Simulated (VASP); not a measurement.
Input of a VASP 6.6.1 run:

The input INCAR:

```
SYSTEM = ZnCu
PREC = Accurate ; ENCUT = 520
EDIFF = 1E-6 ; ISMEAR = -1
SIGMA = 0.2 ; LREAL = .False.
LASPH = .True. ; NELM = 80
ALGO = Normal ; ISIF = 2
LWAVE = .False. ; LCHARG = .False.
GGA = PE ; NBANDS = 18
```

The input KPOINTS:

```
regular mesh
0
Gamma
  10 10 10
  0 0 0
```

POSCAR

```
ZnCu
1.0
    3.0215274978      0.0000000000      0.0000000000
    0.0000000000      3.0215274978      0.0000000000
    0.0000000000      0.0000000000      3.0215274978
Zn Cu
1 1
Direct
    0.5000000000      0.5000000000      0.5000000000
    0.0000000000      0.0000000000      0.0000000000
```

Potentials or basis: VASP PAW PBE potentials, release 64 (Zn, Cu).

Command:

```sh
$ cat potpaw_PBE.64/Zn/POTCAR potpaw_PBE.64/Cu/POTCAR > POTCAR
$ mpirun -np 1 vasp_std > vasp.out
```

Problem. Predict the pressure.

Solution. -5.2 GPa.
